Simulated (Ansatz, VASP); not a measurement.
**One calculation of ScAl, two programs**

```xyz
2
Lattice="3.4025 0.0000 0.0000 0.0000 3.4025 0.0000 0.0000 0.0000 3.4025" Properties=species:S:1:pos:R:3 pbc="T T T"
Sc    1.7012    1.7012    1.7012
Al    0.0000    0.0000    0.0000
```

Alike in both runs: task single point; functional r2SCAN; k mesh 12 × 12 × 12; occupations gaussian, width 0.1 eV; no spin polarisation.

|  | VASP | Ansatz |
| --- | --- | --- |
| version | VASP 6.6.1 | Ansatz 0.2.0 |
| potentials or method | VASP PAW PBE potentials, release 64 (Sc_sv, Al), cutoff 520 eV | scalar-relativistic, plane waves, PAW |
| valence electrons in the cell | 14 | 14 |

Ansatz gave:

```
gap on the k mesh at the Fermi level (eV) : none
pressure (GPa)                            : -2.2
```

Task: Estimate VASP's values.

Result: gap on the k mesh at the Fermi level (eV): none; pressure (GPa): -2.1.

VASP's potentials were made for PBE, not for r2SCAN. A gap of «none» marks a metal or a gap that the smearing closes.
